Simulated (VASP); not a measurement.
The system is Tl3Zn.

```
Zn Tl
1.0
     0.00000    3.83000    3.83000
     3.83000    0.00000    3.83000
     3.83000    3.83000    0.00000
Zn Tl
1 3
Cartesian
  0.0000 0.0000 0.0000
  3.8300 3.8300 3.8300
  1.9150 1.9150 1.9150
  5.7450 5.7450 5.7450
```

* Program: VASP 6.6.1
* Task: relaxation of cell and atoms
* Functional: LDA
* Potentials or basis: VASP PAW LDA potentials, release 64 (Zn, Tl_d)
* Cutoff: 500 eV
* k mesh: 6 × 6 × 6
* Occupations: gaussian, width 0.05 eV
* Spin: no spin polarisation

At the start: pressure -3.7 GPa; volume 28.09 Å³/atom.

Q: Where does the relaxation end?

A: Over 3 steps the energy falls by 43.3 meV/atom and the volume is 24.85 Å³/atom (-11.6 %); space group Fm-3m (No. 225, to 0.1 Å) before and after.

Step by step:
| step | energy change (eV) | largest force (eV/Å) | pressure (GPa) | volume (Å³) |
| --- | --- | --- | --- | --- |
| 1 | 0.0000 | 0.0000 | -3.72 | 112.36 |
| 2 | -0.1636 | 0.0000 | -1.09 | 102.09 |
| 3 | -0.1734 | 0.0000 | -0.03 | 99.38 |

Final structure:
```cif
data_structure
_symmetry_space_group_name_H-M 'P 1'
_symmetry_Int_Tables_number 1
_cell_length_a 5.1993
_cell_length_b 5.1993
_cell_length_c 5.1993
_cell_angle_alpha 60.000
_cell_angle_beta 60.000
_cell_angle_gamma 60.000
_cell_volume 99.38
loop_
_atom_site_label
_atom_site_type_symbol
_atom_site_fract_x
_atom_site_fract_y
_atom_site_fract_z
_atom_site_occupancy
Zn1 Zn 0.00000 0.00000 0.00000 1
Tl1 Tl 0.50000 0.50000 0.50000 1
Tl2 Tl 0.25000 0.25000 0.25000 1
Tl3 Tl 0.75000 0.75000 0.75000 1
```
